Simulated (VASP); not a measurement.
SnSe:

```
Sn Se
1.0
     0.00000    2.98489    2.98489
     2.98489    0.00000    2.98489
     2.98489    2.98489    0.00000
Sn Se
1 1
Direct
  0.00000 0.00000 0.00000
  0.50000 0.50000 0.50000
```

Base run:

```yaml
Program: VASP 6.6.1
Functional: PBE
Potentials_or_basis: VASP PAW PBE potentials, release 64 (Sn_d, Se)
Cutoff: 520 eV
k_mesh: 8 × 8 × 8
Occupations: gaussian, width 0.01 eV
Spin: no spin polarisation
```

Its results: band gap on the k mesh 0.69 eV, direct; pressure 2.3 GPa.

The run is repeated on the same cell with these changes: functional from PBE to r2SCAN; further incar settings from ALGO = Normal; EDIFF = 1e-07; NBANDS = 17 to ALGO = Normal; EDIFF = 1e-06; NBANDS = 17. What comes out?

Band gap on the k mesh 0.57 eV, direct; pressure 1.3 GPa.

Caveats: spin-orbit coupling is left out, which moves the levels of the heavy elements; the PAW data sets were made with another functional, which shifts forces and pressure a little (some runs).

A k mesh can miss the band edges.
